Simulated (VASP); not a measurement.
# B (Pm-3m) in VASP: further runs, part 2 of 2

VASP 6.6.1. Earlier steps stand in the parts before.

### 3 Single point, RPBE (volume scaled by 1.04)

Input file INCAR:

```
SYSTEM = B
PREC = Accurate
ENCUT = 500
EDIFF = 1E-6
ISMEAR = -1
SIGMA = 0.1
LREAL = .FALSE.
LASPH = .TRUE.
NELM = 120
ALGO = Normal
ISIF = 2
LWAVE = .FALSE.
LCHARG = .FALSE.
GGA = RP
NBANDS = 8
GGA_COMPAT = .FALSE.
```

Input file KPOINTS:

```
regular mesh
0
G
  18 18 18
  0 0 0
```

Input file POSCAR:

```
B
1.0
    1.9187872449      0.0000000000      0.0000000000
    0.0000000000      1.9187872449      0.0000000000
    0.0000000000      0.0000000000      1.9187872449
B
1
Direct
    0.0000000000      0.0000000000      0.0000000000
```

Potentials or basis: VASP PAW PBE potentials, release 64 (B).

Command:

```console
$ cat potpaw_PBE.64/B/POTCAR > POTCAR
$ mpirun -np 1 vasp_std > vasp.out
```

OUTCAR:

```text
SYSTEM = B
   PREC = Accurate
   ENCUT = 500
   EDIFF = 1E-6
   ISMEAR = -1
   LREAL = .FALSE.
   LASPH = .TRUE.
   NELM = 120
   ISIF = 2
   GGA = RP

 ion  position               nearest neighbor table
   1  0.000  0.000  0.000-

  LATTYP: Found a simple cubic cell.
 ALAT       =     1.9187872449

  Lattice vectors:

 A1 = (   1.9187872449,   0.0000000000,   0.0000000000)
 A2 = (   0.0000000000,   1.9187872449,   0.0000000000)
 A3 = (   0.0000000000,   0.0000000000,   1.9187872449)

Analysis of symmetry for initial positions (statically):
=====================================================================
 Subroutine PRICEL returns:
 Original cell was already a primitive cell.

 Routine SETGRP: Setting up the symmetry group for a
 simple cubic supercell.

 Subroutine GETGRP returns: Found 48 space group operations
 (whereof 48 operations were pure point group operations)
 out of a pool of 48 trial point group operations.

The static configuration has the point symmetry O_h .

Analysis of symmetry for dynamics (positions and initial velocities):
[... 152 lines left out ...]
  ---------------------------------------------------
  free energy    TOTEN  =        -5.31088049 eV

  energy without entropy =       -5.29990791  energy(sigma->0) =       -5.30539420

 E-fermi :   6.6438     XC(G=0): -12.1591

 val. band max:        6.6254216402   @ k =   0.3889   0.3889   0.1667
 cond. band min:       6.6744807985   @ k =   0.3333   0.1667   0.0556
 fundamental gap:      0.0490591583
 Fermi energy:         6.6437514341

 k-point     1 :       0.0000    0.0000    0.0000
  band No.  band energies     occupation
      1      -8.7442      2.00000
      2      19.7412      0.00000
      3      19.7412      0.00000
      4      19.7412      0.00000
      5      29.8877      0.00000
      6      29.8877      0.00000
      7      38.3608      0.00000
      8      58.1627      0.00000
[... 243 lines left out ...]
 k-point    24 :       0.3333    0.1111    0.0000
  band No.  band energies     occupation
      1      -4.6756      2.00000
      2       6.2521      1.96096
      3      19.7494      0.00000
      4      22.5787      0.00000
      5      33.7319      0.00000
      6      36.3388      0.00000
      7      43.9100      0.00000
      8      45.4977      0.00000

 [... further k-points ...]
[... 5 lines left out ...]
  --------------------------------------------------------------------------------------
  -------------------------------------------------------------------------------------
  Total       -0.3430871     -0.3430871     -0.3430871     -0.0000000      0.0000000      0.0000000
  in kB      -77.8098345    -77.8098345    -77.8098345     -0.0000000      0.0000000      0.0000000
  external PRESSURE =     -77.8098345 kB  Pullay stress =       0.0000000 kB

 VOLUME and BASIS-vectors are now :
 -----------------------------------------------------------------------------
  energy-cutoff  :      500.00
  volume of cell :        7.06
      direct lattice vectors                 reciprocal lattice vectors
     1.918787245  0.000000000  0.000000000     0.521162522  0.000000000  0.000000000
     0.000000000  1.918787245  0.000000000     0.000000000  0.521162522  0.000000000
     0.000000000  0.000000000  1.918787245     0.000000000  0.000000000  0.521162522

 POSITION                                       TOTAL-FORCE (eV/Angst)
 -----------------------------------------------------------------------------------
      0.00000      0.00000      0.00000         0.000000      0.000000      0.000000
 -----------------------------------------------------------------------------------
    total drift:                                0.000000     -0.000000     -0.000000

  FREE ENERGIE OF THE ION-ELECTRON SYSTEM (eV)
  ---------------------------------------------------
  free  energy   TOTEN  =        -5.3108804860 eV

  energy  without entropy=       -5.2999079070  energy(sigma->0) =       -5.30539420
```

OSZICAR:

```text
N       E                     dE             d eps       ncg     rms          rms(c)
DAV:   1    -0.336552460420E+01   -0.33655E+01   -0.15137E+03  3960   0.288E+02
DAV:   2    -0.531379077843E+01   -0.19483E+01   -0.17797E+01  4592   0.322E+01
DAV:   3    -0.531652152626E+01   -0.27307E-02   -0.27297E-02  4168   0.128E+00
DAV:   4    -0.531652163705E+01   -0.11079E-06   -0.11045E-06  4952   0.770E-03
DAV:   5    -0.531652163726E+01   -0.20383E-09   -0.47841E-11  4064   0.278E-05    0.158E+00
DAV:   6    -0.531203510143E+01    0.44865E-02   -0.16520E-03  3864   0.246E-01    0.965E-01
DAV:   7    -0.531085439475E+01    0.11807E-02   -0.30600E-03  3840   0.360E-01    0.295E-02
DAV:   8    -0.531087848829E+01   -0.24094E-04   -0.22115E-05  3888   0.369E-02    0.163E-02
DAV:   9    -0.531088044222E+01   -0.19539E-05   -0.30680E-06  4208   0.112E-02    0.182E-03
DAV:  10    -0.531088048603E+01   -0.43812E-07   -0.36116E-08  2080   0.148E-03
   1 F= -.53108805E+01 E0= -.53053942E+01  d E =-.109726E-01
```

stdout:

```text
POSCAR found type information on POSCAR B
 POSCAR found :  1 types and       1 ions
 scaLAPACK will be used
 -----------------------------------------------------------------------------
|                                                                             |
|                                                                             |
|     You enforced a specific xc type in the INCAR file but a different       |
|     I HOPE YOU KNOW WHAT YOU ARE DOING!                                     |
|                                                                             |
 -----------------------------------------------------------------------------

 LDA part: xc-table for (Slater+PW92), standard interpolation
 POSCAR, INCAR and KPOINTS ok, starting setup
 FFT: planning ... GRIDC
 FFT: planning ... GRID_SOFT
 FFT: planning ... GRID
 WAVECAR not read
 entering main loop
```

Wall time 5.9 s (1 thread of Intel Xeon Platinum 8259CL at 2.50GHz (Skylake/Cascade Lake), shared host); peak memory 0.11 GiB.

What came out:

| Property | Result |
| --- | --- |
| Free energy | -5.3109 eV |
| Pressure | -7.8 GPa |

Levels at points of the mesh, in eV from the Fermi level:
```csv
k point,band 1,band 2,band 3,band 4,band 5,band 6,band 7
"(0.00, 0.00, 0.00)",-15.39,13.10,13.10,13.10,23.24,23.24,31.72
"(0.50, 0.00, 0.00)",-7.89,-6.27,16.80,16.80,29.01,30.23,35.24
"(0.50, 0.50, 0.00)",-1.87,-1.87,3.71,8.02,19.82,38.97,38.97
"(0.50, 0.50, 0.50)",3.27,3.27,3.27,16.10,16.10,16.10,16.42
```

Caveat: the PAW data sets were made with another functional, which shifts forces and pressure a little.

### 4 Single point, RPBE (volume scaled by 1.08)

Input file INCAR:

```
SYSTEM = B
PREC = Accurate
ENCUT = 500
EDIFF = 1E-6
ISMEAR = -1
SIGMA = 0.1
LREAL = .False.
LASPH = .True.
NELM = 120
ALGO = Normal
ISIF = 2
LWAVE = .False.
LCHARG = .False.
GGA = RP
NBANDS = 8
GGA_COMPAT = .False.
```

Input file KPOINTS:

```
Automatic mesh
0
Gamma
  18 18 18
  0 0 0
```

Input file POSCAR:

```
B
1.0
    1.9430782697      0.0000000000      0.0000000000
    0.0000000000      1.9430782697      0.0000000000
    0.0000000000      0.0000000000      1.9430782697
B
1
Direct
    0.0000000000      0.0000000000      0.0000000000
```

Command:

```console
$ cat potpaw_PBE.64/B/POTCAR > POTCAR
$ mpirun -np 1 vasp_std > vasp.out
```

It took 7.6 s on 1 thread of Intel Xeon Platinum 8259CL at 2.50GHz (Skylake/Cascade Lake), shared host; peak memory 0.11 GiB.

It converged, with:

```yaml
Free_energy: -5.2918 eV
Pressure: -14.7 GPa
```

Levels at points of the mesh, in eV from the Fermi level:
```
           k point  band 1  band 2  band 3  band 4  band 5
(0.00, 0.00, 0.00)  -15.04   12.70   12.70   12.70   22.80
(0.50, 0.00, 0.00)   -7.61   -6.24   16.25   16.25   28.31
(0.50, 0.50, 0.00)   -1.79   -1.79    3.38    8.00   19.14
(0.50, 0.50, 0.50)    3.17    3.17    3.17   15.50   15.86
```

Caveat: the PAW data sets were made with another functional, which shifts forces and pressure a little.

### 5 The runs side by side

```csv
cell,gap on the mesh (eV),pressure (GPa)
"a = 1.894 Å, 1 atom",none,0.6
"a = 1.919 Å, 1 atom",none,-7.8
"a = 1.943 Å, 1 atom",none,-14.7
```

Alike in all rows: task single point; level RPBE; potentials or basis VASP PAW PBE potentials, release 64 (B); no spin polarisation; k mesh 18 × 18 × 18; cutoff (eV) 500; smearing fermi-dirac 0.1 eV.

Caveats: the PAW data sets were made with another functional, which shifts forces and pressure a little.

Absolute energies hang on the potentials; compare differences alone.
